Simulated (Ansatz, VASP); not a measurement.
One calculation of Pt, two programs

Contents of POSCAR:

```
Pt
1.0
    0.0000000000      1.9705765473      1.9705765473
    1.9705765473      0.0000000000      1.9705765473
    1.9705765473      1.9705765473      0.0000000000
Pt
1
Direct
    0.0000000000      0.0000000000      0.0000000000
```

INCAR.step1

```
SYSTEM = Pt
PREC = Accurate ; ENCUT = 520
ISMEAR = 0 ; SIGMA = 0.1
LREAL = .False. ; LASPH = .True.
NELM = 80 ; NBANDS = 11
GGA = PE ; ALGO = Normal
EDIFF = 1E-4 ; LWAVE = .True.
LCHARG = .False.
```

INCAR.step2

```
SYSTEM = Pt
PREC = Accurate ; ENCUT = 520
EDIFF = 1E-7 ; ISMEAR = 0
SIGMA = 0.1 ; LREAL = .False.
LASPH = .True. ; NELM = 80
ALGO = Normal ; ISIF = 2
LWAVE = .False. ; LCHARG = .False.
METAGGA = R2SCAN ; LMIXTAU = .True.
NBANDS = 11 ; ISTART = 1
```

KPOINTS

```
Automatic mesh
0
Gamma
  14 14 14
  0 0 0
```

Input for Ansatz:

```yaml
crystal:
  lattice:
    - [0.0, 1.9705765473, 1.9705765473]
    - [1.9705765473, 0.0, 1.9705765473]
    - [1.9705765473, 1.9705765473, 0.0]
  atoms:
    - { symbol: Pt, position: [0.0, 0.0, 0.0] }
hamiltonian:
  xc: r2scan
  pseudopotentials:
    kind: paw
    azcp:
      Pt: "pseudopotentials/Pt.paw.azcp"
basis:
  ecutwfc: 500
  fft_grid_basis: typed
kpoints:
  mp_grid: { grid: [14, 14, 14], shift: [0, 0, 0] }
magnetization:
  spin_polarized: false
scf:
  occupations: { method: gaussian, width: 0.1 }
  lower_state_search: "off"
output:
  stress: true
```

Alike in both runs: task single point; functional r2SCAN; k mesh 14 × 14 × 14; occupations gaussian, width 0.1 eV; no spin polarisation.

|  | VASP | Ansatz |
| --- | --- | --- |
| version | VASP 6.6.1 | Ansatz 0.2.0 |
| potentials or method | VASP PAW PBE potentials, release 64 (Pt), cutoff 520 eV | plane waves (500 eV) with PAW, scalar-relativistic |
| valence electrons in the cell | 10 | 18 |

|  | VASP | Ansatz | Ansatz less VASP |
| --- | --- | --- | --- |
| pressure (GPa) | 0.3 | -0.4 | -0.69 |

VASP's potentials were made for PBE, not for r2SCAN. With one functional, cell and mesh, what is left measures potentials, basis and numerics. VASP's potentials hold 10 valence electrons a cell and Ansatz's 18, so a difference there can come from the potentials and not from the codes.

Neither program's run includes spin-orbit coupling.
